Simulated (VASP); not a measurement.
Here is a VASP 6.6.1 calculation.

POSCAR

```
NbP
1.0
   -1.6691837430      1.6691837430      5.7320230932
    1.6691837430     -1.6691837430      5.7320230932
    1.6691837430      1.6691837430     -5.7320230932
Nb P
2 2
Direct
    0.7498223616      0.7498223616      0.0000000000
    0.4998223616      0.9998223616      0.5000000000
    0.3328062134      0.3328062134      0.0000000000
    0.0828062134      0.5828062134      0.5000000000
```

The input INCAR.step1:

```
SYSTEM = NbP
PREC = Accurate
ENCUT = 550
ISMEAR = -1
SIGMA = 0.02
LREAL = .FALSE.
LASPH = .TRUE.
NELM = 120
NBANDS = 26
GGA = PE
ALGO = Normal
EDIFF = 1E-5
LWAVE = .TRUE.
LCHARG = .FALSE.
GGA_COMPAT = .FALSE.
```

File INCAR.step2:

```
SYSTEM = NbP
PREC = Accurate
ENCUT = 550
EDIFF = 1E-6
ISMEAR = -1
SIGMA = 0.02
LREAL = .FALSE.
LASPH = .TRUE.
NELM = 120
ALGO = Normal
ISIF = 2
LWAVE = .FALSE.
LCHARG = .FALSE.
METAGGA = R2SCAN
LMIXTAU = .TRUE.
NBANDS = 26
ISTART = 1
GGA_COMPAT = .FALSE.
```

Contents of KPOINTS:

```
regular mesh
0
G
  10 10 10
  0 0 0
```

Potentials or basis: VASP PAW PBE potentials, release 64 (Nb_sv, P).

Command:

```bash
$ cat potpaw_PBE.64/Nb_sv/POTCAR potpaw_PBE.64/P/POTCAR > POTCAR
$ cp INCAR.step1 INCAR
$ mpirun -np 1 vasp_std > vasp.out
$ cp INCAR.step2 INCAR
$ mpirun -np 1 vasp_std > vasp.out
```

**Question.** What does it give for the pressure?

**Answer.** -0.4 GPa.

**Question.** Predict the band gap on the k mesh.

**Answer.** Zero (bands 18 and 19 overlap by 0.13 eV).

Caveat: the PAW data sets were made with another functional, which shifts forces and pressure a little.
